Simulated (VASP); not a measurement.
Runs of VASP 6.6.1 on InSbTe3. The structure is that of space group P6/mmm (No. 191), or close to it. The cells are those of the table. The cell was generated, and may not be a known phase.

```csv
task,cell,k mesh,cutoff (eV),gap on the mesh (eV),pressure (GPa),relaxed volume (Å³/atom)
relaxation of cell and atoms,"relaxed from a = 6.473, b = 6.473, c = 5.534 Å, angles 90.0, 90.0, 120.0°, 5 atoms",6 × 6 × 8,600,none,0.0,40.47
single point,"a = 5.783, b = 5.783, c = 5.911 Å, angles 90.0, 90.0, 120.0°, 5 atoms",3 × 3 × 4,520,none,13.2,-
single point,"a = 6.437, b = 6.437, c = 5.644 Å, angles 90.0, 90.0, 120.0°, 5 atoms",6 × 6 × 8,520,none,0.0,-
relaxation of cell and atoms,"relaxed from a = 5.783, b = 5.783, c = 5.911 Å, angles 90.0, 90.0, 120.0°, 5 atoms",3 × 3 × 4,600,none,0.0,(a)
single point,"a = 6.473, b = 6.473, c = 5.534 Å, angles 90.0, 90.0, 120.0°, 5 atoms",3 × 3 × 4,520,none,0.1,-
```

Alike in all rows: level PBE; potentials or basis VASP PAW PBE potentials, release 64 (In_d, Sb, Te); no spin polarisation; smearing gaussian 0.1 eV.

Fill in the values left out.

(a) 40.25.

Caveats: some runs use coarse meshes; spin-orbit coupling is left out, which moves the levels of the heavy elements; semilocal functionals underestimate gaps, and a narrow one can read as zero (at least some runs); the volume moved by over 15 % at a fixed basis, so the end points are rough (at least some runs).

A k mesh can miss the band edges, and the runs leave out spin-orbit coupling on In, Sb, Te.

A gap of «none» marks levels without a gap at the run's occupations.
